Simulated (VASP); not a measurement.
# SnO2 (C2/m) in VASP: single point with LDA

Aim: the single point of SnO2 with LDA.

Everything below comes from runs of VASP 6.6.1. Logs are shortened: lines on timing, memory, paths and dates and some standing lists are left out, and cuts for length are marked.

### Step 1. The cell of the first run

The structure is monoclinic, space group C2/m (No. 12). Conventional cell: a = 10.928 Å, b = 3.972 Å, c = 3.972 Å, α = 90.00°, β = 111.32°, γ = 90.00°. Within 2.6 Å of Sn (site symmetry m) lie 6 O at 1.96 to 2.13 Å. Within 2.7 Å of O (site symmetry m) lie 3 Sn at 2.05 to 2.13 Å and 2 O at 2.61 Å. O (site symmetry m) has 3 Sn at 1.96 to 2.12 Å and 1 O at 2.37 Å within 2.6 Å.

### Step 2. Single point, LDA (atoms displaced along a vibrational mode)

The input, INCAR:

```
SYSTEM = SnO2
ALGO = Normal
EDIFF = 1E-6
ENCUT = 520
GGA = CA
ISIF = 2
ISMEAR = 0
LASPH = .True.
LCHARG = .False.
LREAL = .False.
LWAVE = .False.
NBANDS = 35
NELM = 80
PREC = Accurate
SIGMA = 0.05
```

The input, KPOINTS:

```
k-points
0
Gamma
  10 10 10
  0 0 0
```

The input, POSCAR:

```
SnO2
1.0
   -1.9861130365      1.9861130365      5.0901677903
    1.9861130365     -1.9861130365      5.0901677903
    1.9861130365      1.9861130365     -5.0901677903
Sn O
2 4
Direct
    0.7003323653      0.2500000000      0.4503323653
    0.0496676347      0.0000000000      0.0496676347
    0.7214731811      0.7969975834     -0.0755244023
    1.0285268189      0.4530024166      0.5755244023
    0.1741226993      0.2030024166     -0.0288797173
    0.5758773007      0.0469975834      0.5288797173
```

Potentials or basis: VASP PAW LDA potentials, release 64 (Sn_d, O).

On the command line:

```bash
$ cat potpaw_LDA.64/Sn_d/POTCAR potpaw_LDA.64/O/POTCAR > POTCAR
$ mpirun -np 1 vasp_std > vasp.out
```

OUTCAR:

```text
SYSTEM = SnO2
   EDIFF = 1E-6
   ENCUT = 520
   GGA = CA
   ISIF = 2
   ISMEAR = 0
   LASPH = .True.
   LREAL = .False.
   NELM = 80
   PREC = Accurate

 ion  position               nearest neighbor table
   1  0.700  0.250  0.450-   5 1.96   3 2.05   3 2.05   6 2.09   5 2.12   4 2.13   2 3.00   2 3.25
                             2 3.25   2 3.48
   2  0.050  0.000  0.050-   6 1.96   4 2.05   4 2.05   5 2.09   6 2.12   3 2.13   1 3.00   1 3.25
                             1 3.25   1 3.48
   3  0.721  0.797  0.924-   1 2.05   1 2.05   2 2.13
   4  0.029  0.453  0.576-   2 2.05   2 2.05   1 2.13
   5  0.174  0.203  0.971-   1 1.96   2 2.09   1 2.12
   6  0.576  0.047  0.529-   2 1.96   1 2.09   2 2.12

  LATTYP: Found a body centered tetragonal cell.
 ALAT       =     3.9722260730
 C/A-ratio  =     2.5628792001

  Lattice vectors:

 A1 = (  -1.9861130365,   1.9861130365,   5.0901677903)
 A2 = (   1.9861130365,  -1.9861130365,   5.0901677903)
 A3 = (   1.9861130365,   1.9861130365,  -5.0901677903)

Analysis of symmetry for initial positions (statically):
=====================================================================
 Subroutine PRICEL returns:
 Original cell was already a primitive cell.

 Routine SETGRP: Setting up the symmetry group for a
 body centered tetragonal supercell.

 Subroutine GETGRP returns: Found  4 space group operations
 (whereof  2 operations were pure point group operations)
 out of a pool of 16 trial point group operations.

The static configuration has the point symmetry C_1h.
 The point group associated with its full space group is C_2h.

Analysis of symmetry for dynamics (positions and initial velocities):
=====================================================================
 Subroutine PRICEL returns:
 Original cell was already a primitive cell.

 Routine SETGRP: Setting up the symmetry group for a
 body centered tetragonal supercell.

 Subroutine GETGRP returns: Found  4 space group operations
 (whereof  2 operations were pure point group operations)
 out of a pool of 16 trial point group operations.

The dynamic configuration has the point symmetry C_1h.
 The point group associated with its full space group is C_2h.

 Subroutine INISYM returns: Found  4 space group operations
 (whereof  2 operations are pure point group operations),
 and found     1 'primitive' translations

----------------------------------------------------------------------------------------

                                     Primitive cell

  volume of cell :      80.3156

  direct lattice vectors                    reciprocal lattice vectors
    -1.986113036  1.986113036  5.090167790     0.000000000  0.251748008  0.098228589
     1.986113036 -1.986113036  5.090167790     0.251748008  0.000000000  0.098228589
     1.986113036  1.986113036 -5.090167790     0.251748008  0.251748008  0.000000000

  length of vectors
     5.813699177  5.813699177  5.813699177     0.270233075  0.270233075  0.356025447

  position of ions in fractional coordinates (direct lattice)
     0.700332365  0.250000000  0.450332365
     0.049667635  0.000000000  0.049667635
     0.721473181  0.796997583  0.924475598
     0.028526819  0.453002417  0.575524402
     0.174122699  0.203002417  0.971120283
     0.575877301  0.046997583  0.528879717

  ion indices of the primitive-cell ions
   primitive index   ion index
                 1           1
                 2           2
                 3           3
                 4           4
                 5           5
                 6           6

----------------------------------------------------------------------------------------

 KPOINTS: k-points

Automatic generation of k-mesh.
 Grid dimensions read from file:
 generate k-points for:   10   10   10

 Generating k-lattice:

  Cartesian coordinates                     Fractional coordinates (reciprocal lattice)
     0.000000000  0.025174801  0.009822859     0.100000000  0.000000000  0.000000000
     0.025174801  0.000000000  0.009822859     0.000000000  0.100000000  0.000000000
     0.025174801  0.025174801  0.000000000     0.000000000  0.000000000  0.100000000

  Length of vectors
     0.027023308  0.027023308  0.035602545

  Shift w.r.t. Gamma in fractional coordinates (k-lattice)
     0.000000000  0.000000000  0.000000000

 Subroutine IBZKPT returns following result:
 ===========================================

 Found    282 irreducible k-points:

 Following reciprocal coordinates:
            Coordinates               Weight
  0.000000  0.000000  0.000000      1.000000
  0.100000 -0.000000  0.000000      2.000000
 -0.000000  0.100000  0.000000      4.000000
 -0.000000  0.100000 -0.100000      2.000000
  0.200000 -0.000000  0.000000      2.000000
 -0.000000  0.200000  0.000000      4.000000
[... 16 lines left out ...]
  0.300000  0.100000  0.000000      4.000000
 -0.000000  0.400000 -0.100000      4.000000
 [... further k-points ...]
   k-points           NKPTS =    282   k-points in BZ     NKDIM =    282   number of bands    NBANDS=     35
   number of dos      NEDOS =    301   number of ions     NIONS =      6
   total plane-waves  NPLWV = 110592
   dimension x,y,z NGX =    48 NGY =   48 NGZ =   48
   dimension x,y,z NGXF=    96 NGYF=   96 NGZF=   96
   ions per type =               2   4
   NGX,Y,Z   is equivalent  to a cutoff of  13.73, 13.73, 13.73 a.u.
   NGXF,Y,Z  is equivalent  to a cutoff of  27.45, 27.45, 27.45 a.u.
 SYSTEM =  SnO2
   PREC   = accura    normal or accurate (medium, high low for compatibility)
   ISTART =      0    job   : 0-new  1-cont  2-samecut
   ICHARG =      2    charge: 1-file 2-atom 10-const
   ISPIN  =      1    spin polarized calculation?
   LNONCOLLINEAR =      F non collinear calculations
   LSORBIT =      F    spin-orbit coupling
   LASPH  =      T    aspherical Exc in radial PAW
   ENCUT  =  520.0 eV  38.22 Ry    6.18 a.u.  10.81 10.81 10.81*2*pi/ulx,y,z
   NELM   =     80;   NELMIN=  2; NELMDL= -5     # of ELM steps
   EDIFF  = 0.1E-05   stopping-criterion for ELM
   LREAL  =      F    real-space projection
   EDIFFG = 0.1E-04   stopping-criterion for IOM
   NSW    =      0    number of steps for IOM
   IBRION =     -1    ionic relax: 0-MD 1-quasi-New 2-CG
   NFREE  =      0    steps in history (QN), initial steepest desc. (CG)
   ISIF   =      2    stress and relaxation
   ISYM   =      2    0-nonsym 1-usesym 2-fastsym
   POTIM  = 0.5000    time-step for ionic-motion
   TEBEG  =    0.0;   TEEND  =   0.0 temperature during run
   PSTRESS=    0.0 pullay stress
   NELECT =      52.0000    total number of electrons
   NUPDOWN=      -1.0000    fix difference up-down
   EMIN   =  10.00;   EMAX   =-10.00  energy-range for DOS
   EFERMI =   0.00;   METHOD = LEGACY
   ISMEAR =     0;   SIGMA  =   0.05  broadening in eV -4-tet -1-fermi 0-gaus
   EFERMI_NEDOS =   21; number of points for ismear=-14 and -15
   IALGO  =     38    algorithm
   IMIX   =      4    mixing-type and parameters
     AMIX     =   0.40;   BMIX     =  1.00
     AMIX_MAG =   1.60;   BMIX_MAG =  1.00
  volume/ion in A,a.u.               =      13.39        90.33
  Fermi-wavevector in a.u.,A,eV,Ry     =   1.416259  2.676341 27.290414  2.005789
  Thomas-Fermi vector in A             =   2.537612
   LORBIT       =      0    0 simple, 1 ext, 2 COOP (PROOUT), +10 PAW based schemes
   GGA     = CA    functional components
   LHFCALC =     F    Hartree Fock is set to
   AEXX    =    0.0000 exact exchange contribution
   IVDW    =     0    specifies the selected vdW correction
   LEPSILON=     F    determine dielectric tensor
   LRPA    =     F    only Hartree local field effects (RPA)
 non-spin polarized calculation
 Gauss-broadening in eV      SIGMA  =   0.05
  energy-cutoff  :      520.00
  volume of cell :       80.32
 maximum number of plane-waves:      2202
 NGX is ok and might be reduce to    48
   NGX = 21   NGY = 21   NGZ = 21

 number of electron      52.0000001 magnetization

 Free energy of the ion-electron system (eV)
  ---------------------------------------------------
  ext. energy  EPLUGINS =         0.00000000
  ---------------------------------------------------
  free energy    TOTEN  =       -41.18584169 eV

  energy without entropy =      -41.18584169  energy(sigma->0) =      -41.18584169

 E-fermi :   4.3704     XC(G=0): -10.9942

 val. band max:        4.1440782403   @ k =   0.3000   0.2000   0.2000
 cond. band min:       5.5034310199   @ k =   0.0000   0.0000   0.0000
 fundamental gap:      1.3593527796
 Fermi energy:         4.3703921272

 k-point     1 :       0.0000    0.0000    0.0000
  band No.  band energies     occupation
      1     -16.3569      2.00000
      2     -16.3486      2.00000
      3     -16.2404      2.00000
      4     -15.7102      2.00000
      5     -15.5354      2.00000
      6     -15.5162      2.00000
[... 27 lines left out ...]
     34      16.2259      0.00000
     35      16.5348      0.00000

 k-point     2 :       0.1000   -0.0000    0.0000
  band No.  band energies     occupation
      1     -16.3671      2.00000
      2     -16.3143      2.00000
      3     -16.2283      2.00000
      4     -15.6946      2.00000
      5     -15.5426      2.00000
      6     -15.5178      2.00000
[... 27 lines left out ...]
     34      16.1111      0.00000
     35      16.4385      0.00000

 k-point     3 :      -0.0000    0.1000    0.0000
  band No.  band energies     occupation
      1     -16.3740      2.00000
      2     -16.3227      2.00000
      3     -16.2002      2.00000
      4     -15.7119      2.00000
      5     -15.5369      2.00000
      6     -15.5165      2.00000
[... 27 lines left out ...]
     34      15.9344      0.00000
     35      16.4248      0.00000
[... 723 lines left out ...]
 k-point    23 :       0.3000    0.1000    0.0000
  band No.  band energies     occupation
      1     -16.4010      2.00000
      2     -16.2179      2.00000
      3     -16.0232      2.00000
      4     -15.5876      2.00000
      5     -15.5772      2.00000
      6     -15.5268      2.00000
[... 27 lines left out ...]
     34      15.4078      0.00000
     35      16.3033      0.00000

 k-point    24 :      -0.0000    0.4000   -0.1000
  band No.  band energies     occupation
      1     -16.3775      2.00000
      2     -16.2185      2.00000
      3     -15.9475      2.00000
      4     -15.7084      2.00000
      5     -15.5769      2.00000
      6     -15.5110      2.00000
[... 27 lines left out ...]
     34      15.5878      0.00000
     35      15.6906      0.00000

 [... further k-points ...]

------------------------ aborting loop because EDIFF is reached ----------------------------------------

  FORCE on cell =-STRESS in cart. coord.  units (eV):
  Direction    XX          YY          ZZ          XY          YZ          ZX
  --------------------------------------------------------------------------------------
  -------------------------------------------------------------------------------------
  Total       -0.5468383      1.4104125     -0.6676937      0.0000000      5.2781520      0.0000000
  in kB      -10.9086121     28.1356355    -13.3194969      0.0000000    105.2912936      0.0000000
  external PRESSURE =       1.3025088 kB  Pullay stress =       0.0000000 kB

 VOLUME and BASIS-vectors are now :
 -----------------------------------------------------------------------------
  energy-cutoff  :      520.00
  volume of cell :       80.32
      direct lattice vectors                 reciprocal lattice vectors
    -1.986113036  1.986113036  5.090167790     0.000000000  0.251748008  0.098228589
     1.986113036 -1.986113036  5.090167790     0.251748008  0.000000000  0.098228589
     1.986113036  1.986113036 -5.090167790     0.251748008  0.251748008  0.000000000

 POSITION                                       TOTAL-FORCE (eV/Angst)
 -----------------------------------------------------------------------------------
      0.00000      1.78882      2.54508        -0.000000      2.095213      0.734344
      0.00000      0.19729      0.00000         0.000000     -2.095213     -0.734344
      1.98611      1.68611      3.02354         0.000000      0.558669      0.574496
      1.98611      0.30000     -0.47845        -0.000000     -0.558669     -0.574496
      1.98611      1.87140     -3.02354        -0.000000      0.042306     -0.181818
      0.00000      2.10083      0.47845         0.000000     -0.042306      0.181818
 -----------------------------------------------------------------------------------
    total drift:                               -0.000000      0.000000      0.000000

  FREE ENERGIE OF THE ION-ELECTRON SYSTEM (eV)
  ---------------------------------------------------
  free  energy   TOTEN  =       -41.1858416942 eV

  energy  without entropy=      -41.1858416942  energy(sigma->0) =      -41.18584169
```

It took 48 min on 1 thread of Intel Xeon 8259CL, shared host; peak memory 0.72 GiB.

Results:

* Free energy: -41.1858 eV
* Pressure: 0.1 GPa
* Largest force: 2.220 eV/Å
* Band gap on the k mesh: 1.36 eV (least direct gap 1.86 eV)

Forces in eV/Å, atoms in the order of the input:
```
Sn   0.000  2.095  0.734
Sn   0.000 -2.095 -0.734
O    0.000  0.559  0.574
O    0.000 -0.559 -0.574
O    0.000  0.042 -0.182
O    0.000 -0.042  0.182
```

Levels at points of the mesh, in eV from the valence-band top:
```csv
k point,band 22,band 23,band 24,band 25,band 26,band 27,band 28,band 29,band 30,band 31
"(0.00, 0.00, 0.00)",-0.99,-0.89,-0.73,-0.55,-0.50,1.36,5.09,8.92,9.15,9.18
"(0.50, 0.00, 0.00)",-1.16,-1.16,-0.94,-0.76,-0.25,4.48,5.60,7.31,8.22,9.58
"(0.00, 0.50, 0.00)",-1.34,-1.06,-0.94,-0.54,-0.46,4.63,5.97,7.44,8.11,9.05
"(0.00, 0.50, 0.50)",-1.23,-1.09,-0.76,-0.71,-0.68,4.85,5.55,7.73,8.62,9.54
"(0.50, 0.50, 0.00)",-1.34,-0.98,-0.56,-0.14,-0.09,6.71,7.21,7.36,7.44,8.16
"(0.50, 0.50, 0.50)",-2.54,-1.17,-1.13,-0.66,-0.42,3.78,4.10,7.02,7.26,11.19
```

Caveat: the cell differs from its parent crystal (atoms displaced along a vibrational mode); spin-orbit coupling is left out, which moves the levels of the heavy elements; forces of over 1 eV/Å act on the atoms, so gaps and moduli don't describe the material at rest. A k mesh can miss the band edges.
